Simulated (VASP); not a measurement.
Set up this calculation in VASP 6.6.1, as the native input.

```yaml
Task: single point
Functional: LDA
Potentials_or_basis: VASP PAW LDA potentials, release 64 (Ta_sv_GW, N)
Cutoff: 700 eV
k_mesh: 18 × 18 × 18
Occupations: gaussian, width 0.15 eV
Spin: no spin polarisation
Dipole_correction: no
Further_INCAR_settings: ALGO = Normal; EDIFF = 1e-06; NBANDS = 16
```

The structure of TaN lies in POSCAR:

```
TaN
1.0
    0.0000000000      2.1453515913      2.1742693740
    2.1453515913      0.0000000000      2.1742693740
    2.1453515913      2.1453515913      0.0000000000
Ta N
1 1
Direct
    0.4978193580      0.5021806420      0.5021806420
    0.0281703825     -0.0281703825     -0.0281703825
```

This cell differs from its parent crystal: atoms displaced along a vibrational mode, the cell strained.

These files were run (other wordings do the same):

INCAR

```
SYSTEM = TaN
PREC     = Accurate       ! precision mode
ENCUT    = 700            ! plane-wave cutoff, eV
EDIFF    = 1E-6           ! SCF threshold, eV
ISMEAR   = 0              ! smearing method
SIGMA    = 0.15           ! smearing width, eV
LREAL    = .FALSE.        ! projectors in reciprocal space
LASPH    = .TRUE.         ! aspherical terms in the spheres
NELM     = 120            ! most SCF steps
ALGO     = Normal         ! electronic algorithm
ISIF     = 2              ! what is computed and relaxed
LWAVE    = .FALSE.        ! write WAVECAR
LCHARG   = .FALSE.        ! write CHGCAR
NBANDS   = 16             ! bands
GGA_COMPAT= .FALSE.
```

KPOINTS

```
Automatic mesh
0
G
  18 18 18
  0 0 0
```

Potentials or basis: VASP PAW LDA potentials, release 64 (Ta_sv_GW, N).

Launch:

```bash
$ cat potpaw_LDA.64/Ta_sv_GW/POTCAR potpaw_LDA.64/N/POTCAR > POTCAR
$ mpirun -np 1 vasp_std > vasp.out
```

Results of the run:

```yaml
Pressure: 15.7 GPa
Largest_force: 1.619 eV/Å
Band_gap_on_the_k_mesh: zero (bands 9 and 10 overlap by 3.89 eV)
```

Caveat: the cell differs from its parent crystal (atoms displaced along a vibrational mode, the cell strained); the stress differs along the axes, from 5 to 26 GPa; spin-orbit coupling is left out, which moves the levels of the heavy elements; forces of over 1 eV/Å act on the atoms, so gaps and moduli don't describe the material at rest.

It took 6.1 min on 1 thread of Intel(R) Xeon(R) Platinum 8375C CPU @ 2.90GHz (Ice Lake), with other jobs on the host, peak memory 0.56 GiB.
